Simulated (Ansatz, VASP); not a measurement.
**HfN: VASP beside Ansatz**

INCAR

```
PREC     = Accurate       # precision mode
ENCUT    = 600            # plane-wave cutoff, eV
EDIFF    = 1E-6           # SCF threshold, eV
ISMEAR   = -1             # smearing method
SIGMA    = 0.1            # smearing width, eV
LREAL    = False          # projectors in reciprocal space
LASPH    = True           # aspherical terms in the spheres
NELM     = 120            # most SCF steps
ALGO     = Normal         # electronic algorithm
ISIF     = 2              # what is computed and relaxed
LWAVE    = False          # write WAVECAR
LCHARG   = True           # write CHGCAR
LELF     = True           # ELF
LVHAR    = True         
NBANDS   = 23             # bands
GGA_COMPAT= False
```

KPOINTS

```
regular mesh
0
Gamma
  8 8 4
```

The input POSCAR:

```
HfN
1.0
    3.1339100000      0.0000000000      0.0000000000
   -1.5669550000      2.7140456732      0.0000000000
    0.0000000000      0.0000000000      5.4167700000
Hf N
2 2
Direct
    0.6666666667      0.3333333333      0.7500000000
    0.3333333333      0.6666666667      0.2500000000
    0.0000000000      0.0000000000      0.0000000000
    0.0000000000      0.0000000000      0.5000000000
```

Input for Ansatz:

```yaml
crystal:
  lattice:
    a: 3.13391
    b: 3.13391
    c: 5.41677
    alpha: 90.0
    beta: 90.0
    gamma: 120.0
  space_group: 194
  atoms:
    - { symbol: Hf, position: [0.6666666666666666, 0.3333333333333333, 0.75] }
    - { symbol: "N", position: [0.0, 0.0, 0.0] }
basis:
  ecutwfc: 500.0
kpoints:
  mp_grid:
    grid: [8, 8, 4]
hamiltonian:
  xc: lda
scf:
  convergence:
    dr2_threshold: 1.0e-09
  occupations:
    method: fermi_dirac
    width: 0.1
output:
  stress: true
```

Alike in both runs: task single point; functional LDA; k mesh 8 × 8 × 4; occupations fermi-dirac, width 0.1 eV; no spin polarisation.

|  | VASP | Ansatz |
| --- | --- | --- |
| version | VASP 6.6.1 | Ansatz 0.2.0 |
| potentials or method | VASP PAW LDA potentials, release 64 (Hf_pv, N), cutoff 600 eV | plane waves, PAW |
| valence electrons in the cell | 30 | 62 |

```csv
,VASP,Ansatz,Ansatz less VASP
pressure (GPa),-9.9,-8.7,+1.16
```

LDA's correlation is that of Perdew and Zunger in VASP and of Perdew and Wang (1992) in Ansatz. VASP's potentials hold 30 valence electrons a cell and Ansatz's 62, so a difference there can come from the potentials and not from the codes. Ansatz's warnings: stress scf threshold loose.

Neither program's run includes spin-orbit coupling.
